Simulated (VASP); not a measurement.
Runs of VASP 6.6.1 on LiF. The structure is that of space group Fm-3m (No. 225), or close to it. The cells are those of the table. 

```csv
cell,gap on the mesh (eV)
"a = 2.920, b = 2.920, c = 2.848 Å, angles 60.8, 60.8, 58.4°, 2 atoms",8.34
"a = 2.742, b = 2.742, c = 2.706 Å, angles 60.4, 60.4, 59.1°, 2 atoms",10.03
"a = 2.706 Å, angles 60.0°, 2 atoms",(b)
"a = 2.991 Å, angles 60.0°, 2 atoms",7.64
"a = 2.777 Å, angles 60.0°, 2 atoms",(a)
```

Alike in all rows: task single point; level LDA; potentials or basis VASP PAW LDA potentials, release 64 (Li_sv, F); no spin polarisation; k mesh 10 × 10 × 10; cutoff (eV) 520; smearing gaussian 0.05 eV.

Problem. Fill in the values left out.

Solution. (a) 9.55; (b) 10.36.

A k mesh can miss the band edges.
